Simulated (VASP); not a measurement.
Input of a VASP 6.6.1 run:

Contents of INCAR:

```
PREC = Accurate ; ENCUT = 520
EDIFF = 1E-6 ; ISMEAR = -1
SIGMA = 0.1 ; LREAL = False
LASPH = True ; NELM = 60
ALGO = Normal ; ISIF = 2
LWAVE = False ; LCHARG = True
GGA = PE ; LELF = True
LVHAR = True ; NBANDS = 17
```

KPOINTS

```
regular mesh
0
Gamma
  11 11 6
```

File POSCAR:

```
Ca
1.0
    3.7989671737      0.0000000000      0.0000000000
   -1.8994835868      3.2900020805      0.0000000000
    0.0000000000      0.0000000000      6.2454442351
Ca
2
Direct
    0.3333333333      0.6666666667      0.2500000000
    0.6666666667      0.3333333333      0.7500000000
```

Potentials or basis: VASP PAW PBE potentials, release 64 (Ca_sv).

Command:

```sh
$ cat potpaw_PBE.64/Ca_sv/POTCAR > POTCAR
$ mpirun -np 1 vasp_std > vasp.out
```

Question: Estimate the pressure.

Answer: 1.7 GPa.

Question: Estimate the band gap on the k mesh.

Answer: Zero (bands 10 and 11 overlap by 0.35 eV).

Stress tensor (GPa, compression positive):
```
1.66 0.00 0.00
0.00 1.66 0.00
0.00 0.00 1.74
```
